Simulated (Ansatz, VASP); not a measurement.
# Two plane-wave programs on Sr

```
Sr
1.0
     0.00000    3.05211    3.05211
     3.05211    0.00000    3.05211
     3.05211    3.05211    0.00000
Sr
1
Direct
  0.00000 0.00000 0.00000
```

Alike in both runs: task single point; functional r2SCAN; k mesh 9 × 9 × 9; occupations methfessel-paxton of order 1, width 1 eV; no spin polarisation.

```csv
,VASP,Ansatz
version,VASP 6.6.1,Ansatz 0.2.0
potentials or method,"VASP PAW PBE potentials, release 64 (Sr_sv), cutoff 520 eV","plane waves (500 eV) with PAW, scalar-relativistic"
valence electrons in the cell,10,10
```

|  | VASP | Ansatz | Ansatz less VASP |
| --- | --- | --- | --- |
| pressure (GPa) | 0.0 | 0.0 | -0.01 |

VASP's potentials were made for PBE, not for r2SCAN. With one functional, cell and mesh, what is left measures potentials, basis and numerics.
